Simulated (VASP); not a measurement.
# Cu3Au (Pm-3m) in VASP: notebook, part 2 of 2

VASP 6.6.1. Earlier steps stand in the parts before.

**3. Relaxation of cell and atoms, PBE**

File INCAR:

```
PREC     = Accurate       # precision mode
ENCUT    = 600            # plane-wave cutoff, eV
EDIFF    = 1E-7           # SCF threshold, eV
ISMEAR   = 0              # smearing method
SIGMA    = 0.1            # smearing width, eV
LREAL    = F              # projectors in reciprocal space
LASPH    = T              # aspherical terms in the spheres
NELM     = 120            # most SCF steps
ALGO     = Normal         # electronic algorithm
ISIF     = 3              # what is computed and relaxed
LWAVE    = F              # write WAVECAR
LCHARG   = F              # write CHGCAR
GGA      = PE             # functional
IBRION   = 2              # ionic algorithm
NSW      = 80             # ionic steps
EDIFFG   = -0.015         # ionic threshold
GGA_COMPAT= F            
NELMIN   = 4
```

File KPOINTS:

```
regular mesh
0
Gamma
  8 8 8
```

File POSCAR:

```
Cu3Au
1.0
   -3.7806998538      3.7806998538      0.0000000000
    0.0000000000      3.7806998538     -3.7806998538
   -3.7806998538      0.0000000000     -3.7806998538
Cu Au
6 2
Direct
    0.0000000000      0.5000000000      0.0000000000
    0.5000000000      0.0000000000      0.5000000000
    0.5000000000      0.0000000000      0.0000000000
    0.0000000000      0.5000000000      0.5000000000
    0.0000000000      0.0000000000      0.5000000000
    0.5000000000      0.5000000000      0.0000000000
    0.0000000000      0.0000000000      0.0000000000
    0.5000000000      0.5000000000      0.5000000000
```

Potentials or basis: VASP PAW PBE potentials, release 64 (Cu, Au).

On the command line:

```sh
cat potpaw_PBE.64/Cu/POTCAR potpaw_PBE.64/Au/POTCAR > POTCAR
mpirun -np 1 vasp_std > vasp.out
```

OUTCAR:

```text
PREC = Accurate
   ENCUT = 600
   EDIFF = 1E-7
   ISMEAR = 0
   LREAL = F
   LASPH = T
   NELM = 120
   ISIF = 3
   GGA = PE
   IBRION = 2
   NSW = 80
   EDIFFG = -0.015
   NELMIN = 4

 ion  position               nearest neighbor table
   1  0.000  0.500  0.000-   4 2.67   6 2.67   7 2.67   4 2.67   5 2.67   8 2.67   3 2.67   5 2.67
                             7 2.67   3 2.67   6 2.67   8 2.67
   2  0.500  0.000  0.500-   3 2.67   5 2.67   8 2.67   3 2.67   6 2.67   7 2.67   4 2.67   6 2.67
                             8 2.67   4 2.67   5 2.67   7 2.67
   3  0.500  0.000  0.000-   2 2.67   6 2.67   7 2.67   2 2.67   5 2.67   8 2.67   1 2.67   6 2.67
                             8 2.67   1 2.67   5 2.67   7 2.67
   4  0.000  0.500  0.500-   1 2.67   5 2.67   8 2.67   1 2.67   6 2.67   7 2.67   2 2.67   5 2.67
                             7 2.67   2 2.67   6 2.67   8 2.67
   5  0.000  0.000  0.500-   2 2.67   4 2.67   7 2.67   1 2.67   3 2.67   7 2.67   1 2.67   4 2.67
                             8 2.67   2 2.67   3 2.67   8 2.67
   6  0.500  0.500  0.000-   1 2.67   3 2.67   8 2.67   2 2.67   4 2.67   8 2.67   2 2.67   3 2.67
                             7 2.67   1 2.67   4 2.67   7 2.67
   7  0.000  0.000  0.000-   1 2.67   3 2.67   5 2.67   2 2.67   4 2.67   5 2.67   1 2.67   4 2.67
                             6 2.67   2 2.67   3 2.67   6 2.67
   8  0.500  0.500  0.500-   2 2.67   4 2.67   6 2.67   1 2.67   3 2.67   6 2.67   2 2.67   3 2.67
                             5 2.67   1 2.67   4 2.67   5 2.67

  LATTYP: Found a face centered cubic cell.
 ALAT       =     7.5613997076

  Lattice vectors:

 A1 = (  -3.7806998538,   3.7806998538,   0.0000000000)
 A2 = (   0.0000000000,   3.7806998538,  -3.7806998538)
 A3 = (  -3.7806998538,   0.0000000000,  -3.7806998538)

Analysis of symmetry for initial positions (statically):
=====================================================================
 Subroutine PRICEL returns following result:

  LATTYP: Found a simple cubic cell.
 ALAT       =     3.7806998538

[... 166 lines left out ...]
  Thomas-Fermi vector in A             =   2.636416
   LORBIT       =      0    0 simple, 1 ext, 2 COOP (PROOUT), +10 PAW based schemes
   GGA     = PE    functional components
   LHFCALC =     F    Hartree Fock is set to
   AEXX    =    0.0000 exact exchange contribution
   IVDW    =     0    specifies the selected vdW correction
   LEPSILON=     F    determine dielectric tensor
   LRPA    =     F    only Hartree local field effects (RPA)
 conjugate gradient relaxation of ions
 non-spin polarized calculation
 Gauss-broadening in eV      SIGMA  =   0.10
  energy-cutoff  :      600.00
  volume of cell :      108.08
 maximum number of plane-waves:      3695
 NGX is ok and might be reduce to    48
   NGX = 21   NGY = 21   NGZ = 21

--------------------------------------- Ionic step        1  -------------------------------------------

 number of electron      87.9999954 magnetization

 Free energy of the ion-electron system (eV)
  ---------------------------------------------------
  ext. energy  EPLUGINS =         0.00000000
  ---------------------------------------------------
  free energy    TOTEN  =       -29.18884704 eV

  energy without entropy =      -29.17999374  energy(sigma->0) =      -29.18442039

------------------------ aborting loop because EDIFF is reached ----------------------------------------

  FORCE on cell =-STRESS in cart. coord.  units (eV):
  Direction    XX          YY          ZZ          XY          YZ          ZX
  --------------------------------------------------------------------------------------
  -------------------------------------------------------------------------------------
  Total        0.2362313      0.2362313      0.2362313      0.0000000     -0.0000000     -0.0000000
  in kB        3.5018819      3.5018819      3.5018819      0.0000000     -0.0000000     -0.0000000
  external PRESSURE =       3.5018819 kB  Pullay stress =       0.0000000 kB
[... 71 lines left out ...]
--------------------------------------- Ionic step        3  -------------------------------------------

 number of electron      87.9999953 magnetization

 Free energy of the ion-electron system (eV)
  ---------------------------------------------------
  ext. energy  EPLUGINS =         0.00000000
  ---------------------------------------------------
  free energy    TOTEN  =       -29.18911732 eV

  energy without entropy =      -29.18028942  energy(sigma->0) =      -29.18470337

 E-fermi :   7.8989     XC(G=0): -12.5334

 val. band max:        7.8838552687   @ k =   0.5000   0.2500   0.0000
 cond. band min:       7.9746117439   @ k =   0.3750   0.1250   0.0000
 fundamental gap:      0.0907564752
 Fermi energy:         7.8989498404

 k-point     1 :       0.0000    0.0000    0.0000
  band No.  band energies     occupation
      1      -1.5113      2.00000
      2       1.6370      2.00000
      3       1.6370      2.00000
      4       1.6370      2.00000
      5       1.7024      2.00000
      6       1.7024      2.00000
[... 1309 lines left out ...]
     51      14.4999      0.00000
     52      14.4999      0.00000

 [... further k-points ...]
[... 5 lines left out ...]
  --------------------------------------------------------------------------------------
  -------------------------------------------------------------------------------------
  Total        0.0064317      0.0064317      0.0064317      0.0000000      0.0000000     -0.0000000
  in kB        0.0951185      0.0951185      0.0951185      0.0000000      0.0000000     -0.0000000
  external PRESSURE =       0.0951185 kB  Pullay stress =       0.0000000 kB
[... 23 lines left out ...]
  FREE ENERGIE OF THE ION-ELECTRON SYSTEM (eV)
  ---------------------------------------------------
  free  energy   TOTEN  =       -29.1891173165 eV

  energy  without entropy=      -29.1802894157  energy(sigma->0) =      -29.18470337

 reached required accuracy - stopping structural energy minimisation
```

CONTCAR:

```text
Cu3Au
   1.00000000000000
    -3.7836694765436722    3.7836694765436722   -0.0000000000000000
     0.0000000000000000    3.7836694765436722   -3.7836694765436722
    -3.7836694765436722    0.0000000000000000   -3.7836694765436722
  Cu              Au
     6     2
Direct
     0.0000000000000000    0.5000000000000000    0.0000000000000000
     0.5000000000000000    0.0000000000000000    0.5000000000000000
     0.5000000000000000    0.0000000000000000    0.0000000000000000
     0.0000000000000000    0.5000000000000000    0.5000000000000000
     0.0000000000000000    0.0000000000000000    0.5000000000000000
     0.5000000000000000    0.5000000000000000    0.0000000000000000
     0.0000000000000000    0.0000000000000000    0.0000000000000000
     0.5000000000000000    0.5000000000000000    0.5000000000000000

  0.00000000E+00  0.00000000E+00  0.00000000E+00
  0.00000000E+00  0.00000000E+00  0.00000000E+00
  0.00000000E+00  0.00000000E+00  0.00000000E+00
  0.00000000E+00  0.00000000E+00  0.00000000E+00
  0.00000000E+00  0.00000000E+00  0.00000000E+00
  0.00000000E+00  0.00000000E+00  0.00000000E+00
  0.00000000E+00  0.00000000E+00  0.00000000E+00
  0.00000000E+00  0.00000000E+00  0.00000000E+00
```

Run time: 11 min. Hardware: 1 thread of Intel Xeon Platinum 8175M at 2.50GHz (Skylake/Cascade Lake), shared host; peak memory 0.43 GiB.

Results:

```yaml
Free_energy: -29.1891 eV
Relaxed_volume: 13.54 Å³/atom
Relaxed_cell: a = 5.351 Å, b = 5.351 Å, c = 5.351 Å, α = 60.00°, β = 60.00°, γ = 60.00°
Space_group_after_relaxing_to_0.05_Å: Pm-3m (No. 221)
Energy_gained_by_relaxing: 0.0 meV/atom
Ionic_steps: 3
Pressure_after_relaxing: 0.0 GPa
Band_gap_on_the_k_mesh: zero (band 44 reaches 8.83 eV, above the bottom of band 45 at 6.94 eV)
```

Step by step:
| step | energy change (eV) | largest force (eV/Å) | pressure (GPa) | volume (Å³) |
| --- | --- | --- | --- | --- |
| 1 | 0.0000 | 0.0000 | 0.35 | 108.08 |
| 2 | -0.0001 | 0.0000 | -0.26 | 108.54 |
| 3 | -0.0003 | 0.0000 | 0.01 | 108.34 |

Final structure:
```yaml
crystal:
  lattice:
    - [-3.78367, 3.78367, 0.00000]
    - [0.00000, 3.78367, -3.78367]
    - [-3.78367, 0.00000, -3.78367]
  atoms:
    - { symbol: Cu, position: [0.00000, 0.50000, 0.00000] }
    - { symbol: Cu, position: [0.50000, 0.00000, 0.50000] }
    - { symbol: Cu, position: [0.50000, 0.00000, 0.00000] }
    - { symbol: Cu, position: [0.00000, 0.50000, 0.50000] }
    - { symbol: Cu, position: [0.00000, 0.00000, 0.50000] }
    - { symbol: Cu, position: [0.50000, 0.50000, 0.00000] }
    - { symbol: Au, position: [0.00000, 0.00000, 0.00000] }
    - { symbol: Au, position: [0.50000, 0.50000, 0.50000] }
```

Levels at points of the mesh, in eV from the Fermi level:
| k point | band 40 | band 41 | band 42 | band 43 | band 44 | band 45 | band 46 | band 47 | band 48 | band 49 |
| --- | --- | --- | --- | --- | --- | --- | --- | --- | --- | --- |
| (0.00, 0.00, 0.00) | -1.39 | -1.39 | -0.98 | -0.96 | -0.96 | -0.96 | 1.30 | 1.30 | 1.30 | 2.32 |
| (0.50, 0.00, 0.00) | -1.56 | -1.56 | -1.56 | 0.93 | 0.93 | 0.96 | 0.96 | 0.96 | 0.96 | 5.84 |
| (0.50, 0.50, 0.00) | -1.89 | -1.51 | -1.39 | -0.53 | -0.53 | -0.45 | 0.29 | 5.70 | 5.70 | 6.44 |

Caveat: spin-orbit coupling is left out, which moves the levels of the heavy elements.
